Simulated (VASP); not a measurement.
Wanted: the native input for a VASP 6.6.1 run.

| Item | Value |
| --- | --- |
| Task | single point |
| Functional | PBE |
| Potentials or basis | VASP PAW PBE potentials, release 64 (Sb, Mn_pv) |
| Cutoff | 520 eV |
| k mesh | 7 × 7 × 7 |
| Occupations | fermi-dirac, width 0.05 eV |
| Spin | collinear spin, ferromagnetic start |
| Starting moments | [0.0, 4.0] μB |
| Fixed moment | 4 μB |
| Dipole correction | no |
| Further INCAR settings | ALGO = Normal; EDIFF = 1e-06; NBANDS = 20 |

The structure of MnSb lies in POSCAR:

```
MnSb
1.0
    0.0000000000      2.7950160000      2.7950160000
    2.7950160000      0.0000000000      2.7950160000
    2.7950160000      2.7950160000      0.0000000000
Sb Mn
1 1
Direct
    0.5000000000      0.5000000000      0.5000000000
    0.0000000000      0.0000000000      0.0000000000
```

These files were run (other wordings do the same):

INCAR

```
ALGO = Normal ; EDIFF = 1E-6
ENCUT = 520 ; GGA = PE
ISIF = 2 ; ISMEAR = -1
ISPIN = 2 ; LASPH = T
LCHARG = T ; LELF = T
LMAXMIX = 4 ; LORBIT = 11
LREAL = F ; LVHAR = T
LWAVE = F ; MAGMOM = 0 4
NBANDS = 20 ; NELM = 150
NUPDOWN = 4.0 ; PREC = Accurate
SIGMA = 0.05
```

KPOINTS

```
k-points
0
Gamma
  7 7 7
```

Potentials or basis: VASP PAW PBE potentials, release 64 (Sb, Mn_pv).

Command:

```bash
$ cat potpaw_PBE.64/Sb/POTCAR potpaw_PBE.64/Mn_pv/POTCAR > POTCAR
$ mpirun -np 1 vasp_std > vasp.out
```

Results of the run:

```yaml
Pressure: 0.7 GPa
Net_moment: 4.00 μB per cell
Site_moments: Sb -0.07; Mn +3.83 μB
Valence_electrons_inside_the_program's_atomic_spheres: Sb 2.48; Mn 11.45
```

Caveat: the total moment is fixed, so each spin has its own Fermi level; a cell with one magnetic atom can't hold antiferromagnetic order, which such compounds often take.

Wall time 46 s on 1 thread of Intel(R) Xeon(R) Platinum 8375C CPU @ 2.90GHz (Ice Lake) (shared host), peak memory 0.2 GiB.
